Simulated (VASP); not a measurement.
Write the native input for VASP 6.6.1 that does the following.

| Property | Result |
| --- | --- |
| Task | single point |
| Functional | LDA |
| Potentials or basis | VASP PAW LDA potentials, release 64 (Sn_d, O) |
| Cutoff | 520 eV |
| k mesh | 4 × 2 × 3 |
| Occupations | gaussian, width 0.01 eV |
| Spin | no spin polarisation |
| Dipole correction | no |
| Further INCAR settings | ALGO = Normal; EDIFF = 1e-07; NBANDS = 28 |

The structure of SnO lies in POSCAR:

```
SnO
1.0
    3.3550000000      0.0000000000      0.0000000000
    0.0000000000      5.6741000000      0.0000000000
    0.0000000000      0.0000000000      4.2219700000
Sn O
2 2
Direct
    0.9751800000      0.2120200000      0.4841000000
    0.4956900000      0.7432100000      0.0040500000
    0.9843200000      0.8824500000      0.7446800000
    0.4869900000      0.1270600000      0.2169700000
```

One way to write it, as run:

INCAR

```
SYSTEM = SnO
PREC = Accurate
ENCUT = 520
EDIFF = 1E-7
ISMEAR = 0
SIGMA = 0.01
LREAL = .FALSE.
LASPH = .TRUE.
NELM = 100
ALGO = Normal
ISIF = 2
LWAVE = .FALSE.
LCHARG = .FALSE.
NBANDS = 28
```

KPOINTS

```
regular mesh
0
G
  4 2 3
  0 0 0
```

Potentials or basis: VASP PAW LDA potentials, release 64 (Sn_d, O).

Run with:

```console
$ cat potpaw_LDA.64/Sn_d/POTCAR potpaw_LDA.64/O/POTCAR > POTCAR
$ mpirun -np 1 vasp_std > vasp.out
```

It gave:

```yaml
Pressure: -4.5 GPa
Largest_force: 1.722 eV/Å
Band_gap_on_the_k_mesh: 1.47 eV (least direct gap 1.94 eV)
```

Caveat: the k points lie up to 0.55 Å⁻¹ apart; spin-orbit coupling is left out, which moves the levels of the heavy elements; an odd mesh through Γ misses points on the zone boundary, where band edges can lie; forces of over 1 eV/Å act on the atoms, so gaps and moduli don't describe the material at rest.

Wall time 39 s on 1 thread of Intel(R) Xeon(R) Platinum 8259CL CPU @ 2.50GHz (Skylake/Cascade Lake) (shared host), peak memory 0.17 GiB.
